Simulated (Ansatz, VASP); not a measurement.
**Two plane-wave programs on Sb**

File INCAR:

```
SYSTEM = Sb
ALGO = Normal
EDIFF = 1E-6
EDIFFG = -0.01
ENCUT = 600
GGA = PE
IBRION = 2
ISIF = 3
ISMEAR = -1
IVDW = 13
LASPH = .TRUE.
LCHARG = .FALSE.
LREAL = .FALSE.
LWAVE = .FALSE.
NELM = 60
NSW = 60
PREC = Accurate
SIGMA = 0.05
```

KPOINTS

```
k-points
0
G
  12 12 12
  0 0 0
```

Contents of POSCAR:

```
Sb
1.0
   -1.5765401831      1.5765401831      2.7119384313
    1.5765401831     -1.5765401831      2.7119384313
    1.5765401831      1.5765401831     -2.7119384313
Sb
1
Direct
    0.0000000000      0.0000000000      0.0000000000
```

Contents of input.yaml:

```yaml
crystal:
  lattice:
    - [-1.5765401831, 1.5765401831, 2.7119384313]
    - [1.5765401831, -1.5765401831, 2.7119384313]
    - [1.5765401831, 1.5765401831, -2.7119384313]
  atoms:
    - { symbol: Sb, position: [0.0, 0.0, 0.0] }
hamiltonian:
  xc: pbe
  pseudopotentials: { kind: paw }
  dispersion: d4
kpoints:
  mp_grid: { grid: [12, 12, 12] }
scf:
  occupations: { method: fermi_dirac, width: 0.05 }
output:
  forces: true
  stress: true
  eigenvalues: true
relax:
  f_tol: 0.01
  max_steps: 40
  cell: { stress_tol: 0.05 }
```

Alike in both runs: task relaxation of cell and atoms; functional PBE; dispersion D4; k mesh 12 × 12 × 12; occupations fermi-dirac, width 0.05 eV; no spin polarisation.

|  | VASP | Ansatz |
| --- | --- | --- |
| version | VASP 6.6.1 | Ansatz 0.2.0 |
| potentials or method | VASP PAW PBE potentials, release 64 (Sb) | Ansatz PAW |
| plane-wave cutoff (eV) | 600 | 420 |
| valence electrons in the cell | 5 | 15 |

Ansatz gave:

| Property | Result |
| --- | --- |
| gap on the k mesh at the Fermi level, each at its own relaxed structure (eV) | none |
| relaxed volume (Å³/atom) | 26.31 |
| relaxed cell length with the largest relative difference (Å) | 3.440 |

Problem. Which values does VASP return?

Solution. gap on the k mesh at the Fermi level, each at its own relaxed structure (eV): none; relaxed volume (Å³/atom): 26.25; relaxed cell length with the largest relative difference (Å): 3.436.

A gap of «none» marks a metal or a gap that the smearing closes. VASP's potentials hold 5 valence electrons a cell and Ansatz's 15, so a difference there can come from the potentials and not from the codes.

Neither program's run includes spin-orbit coupling. Noted on Ansatz's run: the plane-wave basis is chosen anew once the cell has moved, so the energies of steps on either side of that aren't comparable.
